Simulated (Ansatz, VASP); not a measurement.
# One calculation of SrO, two programs

The input POSCAR:

```
SrO
1.0
    0.0000000000      2.5663000000      2.5663000000
    2.5663000000      0.0000000000      2.5663000000
    2.5663000000      2.5663000000      0.0000000000
Sr O
1 1
Direct
    0.5000000000      0.5000000000      0.5000000000
    0.0000000000      0.0000000000      0.0000000000
```

File INCAR.step1:

```
SYSTEM = SrO
PREC     = Accurate       ! precision mode
ENCUT    = 520            ! plane-wave cutoff, eV
EDIFF    = 1E-5           ! SCF threshold, eV
ISMEAR   = 0              ! smearing method
SIGMA    = 0.01           ! smearing width, eV
LREAL    = .FALSE.        ! projectors in reciprocal space
LASPH    = .TRUE.         ! aspherical terms in the spheres
NELM     = 120            ! most SCF steps
ALGO     = Normal         ! electronic algorithm
ISIF     = 2              ! what is computed and relaxed
LWAVE    = .TRUE.         ! write WAVECAR
NBANDS   = 15             ! bands
GGA      = PE             ! functional
GGA_COMPAT= .FALSE.
```

Contents of INCAR.step2:

```
SYSTEM = SrO
PREC     = Accurate       ! precision mode
ENCUT    = 520            ! plane-wave cutoff, eV
EDIFF    = 1E-6           ! SCF threshold, eV
ISMEAR   = 0              ! smearing method
SIGMA    = 0.01           ! smearing width, eV
LREAL    = .FALSE.        ! projectors in reciprocal space
LASPH    = .TRUE.         ! aspherical terms in the spheres
NELM     = 120            ! most SCF steps
ALGO     = Normal         ! electronic algorithm
ISIF     = 2              ! what is computed and relaxed
LWAVE    = .FALSE.        ! write WAVECAR
LCHARG   = .TRUE.         ! write CHGCAR
GGA      = PE             ! functional
LHFCALC  = .TRUE.         ! exact exchange
AEXX     = 0.2            ! exact-exchange fraction
PRECFOCK = Normal       
LELF     = .TRUE.         ! ELF
LVHAR    = .TRUE.       
NBANDS   = 15             ! bands
ISTART   = 1            
GGA_COMPAT= .FALSE.
```

The input KPOINTS:

```
Automatic mesh
0
G
  4 4 4
  0 0 0
```

Input for Ansatz:

```yaml
crystal:
  lattice:
    bravais: fcc
    a: 5.1326
  space_group: 225
  atoms:
    - { symbol: Sr, position: [0.5, 0.0, 0.0] }
    - { symbol: O, position: [0.0, 0.0, 0.0] }
  reduce_to_primitive: true
basis:
  ecutwfc: 517.016338673772
kpoints:
  mp_grid:
    grid: [4, 4, 4]
hamiltonian:
  xc:
    exchange: pbe
    correlation: pbe
    exx:
      coeff: 0.2
scf:
  convergence:
    dr2_threshold: 1.0e-09
  occupations:
    method: fixed
output:
  eigenvalues: true
```

Alike in both runs: task single point; functional PBE-based global hybrid with a share of 0.2 of exact exchange; k mesh 4 × 4 × 4; no spin polarisation.

|  | VASP | Ansatz |
| --- | --- | --- |
| version | VASP 6.6.1 | Ansatz 0.2.0 |
| potentials or method | VASP PAW PBE potentials, release 64 (Sr_sv, O), cutoff 520 eV | plane waves, PAW |
| occupations | gaussian, width 0.01 eV | fixed |
| valence electrons in the cell | 16 | 16 |

|  | VASP | Ansatz | Ansatz less VASP |
| --- | --- | --- | --- |
| gap on the k mesh at the Fermi level (eV) | 5.04 | 5.07 | +0.030 |

VASP's potentials were made for PBE, not for PBE-based global hybrid.

The k mesh is coarse, so the values compare programs but aren't converged.
